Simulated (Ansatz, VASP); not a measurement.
This is a calculation of MnS for VASP 6.6.1.

INCAR

```
PREC = Accurate
ENCUT = 600
EDIFF = 1E-6
ISMEAR = -1
SIGMA = 0.05
LREAL = F
LASPH = T
NELM = 200
ALGO = Normal
ISIF = 2
LWAVE = F
LCHARG = T
ISPIN = 2
MAGMOM = 5 0
LORBIT = 11
NUPDOWN = 5.0
LMAXMIX = 4
GGA = PS
LELF = T
LVHAR = T
NBANDS = 22
GGA_COMPAT = F
```

KPOINTS

```
Automatic mesh
0
Gamma
  7 7 7
```

Contents of POSCAR:

```
MnS
1.0
    0.0000000000      2.6045000000      2.6045000000
    2.6045000000      0.0000000000      2.6045000000
    2.6045000000      2.6045000000      0.0000000000
Mn S
1 1
Direct
    0.0000000000      0.0000000000      0.0000000000
    0.5000000000      0.5000000000      0.5000000000
```

Potentials or basis: VASP PAW PBE potentials, release 64 (Mn_sv, S).

Launch:

```bash
$ cat potpaw_PBE.64/Mn_sv/POTCAR potpaw_PBE.64/S/POTCAR > POTCAR
$ mpirun -np 1 vasp_std > vasp.out
```

Question: Set up the same calculation for Ansatz 0.2.0. Potentials there: Ansatz PAW.

Answer: As run (the cutoff follows the program's own potentials):

Contents of input.yaml:

```yaml
crystal:
  lattice:
    - [0.0, 2.6045, 2.6045]
    - [2.6045, 0.0, 2.6045]
    - [2.6045, 2.6045, 0.0]
  atoms:
    - { symbol: Mn, position: [0.0, 0.0, 0.0], spin: 5.0 }
    - { symbol: S, position: [0.5, 0.5, 0.5] }
hamiltonian:
  xc: pbesol
  pseudopotentials: { kind: paw }
magnetization:
  spin_polarized: true
  initial_magnetization: 5.0
  spin_locking: { lock_magnetization: hard }
kpoints:
  mp_grid: { grid: [7, 7, 7] }
scf:
  occupations: { method: fermi_dirac, width: 0.05 }
  lower_state_search: "off"
output:
  forces: true
  stress: true
  eigenvalues: true
```

Potentials or basis: Ansatz PAW.

The run is started by

```sh
$ ansatz run input.yaml --threads 2 --pin off --max-ram 5632MiB --backend cpu --events-out ev --progress --plain --runs-dir out
```

Both were run:

|  | VASP | Ansatz | Ansatz less VASP |
| --- | --- | --- | --- |
| pressure (GPa) | -3.9 | -3.1 | +0.78 |
| net moment per atom (μB) | 2.50 | 2.50 | 0.000 |
| size of the moment on the site where the two differ most (μB) | 4.19 | 4.35 | +0.163 |

VASP's potentials were made for PBE, not for PBEsol. Site moments also hang on the region over which each program counts them.
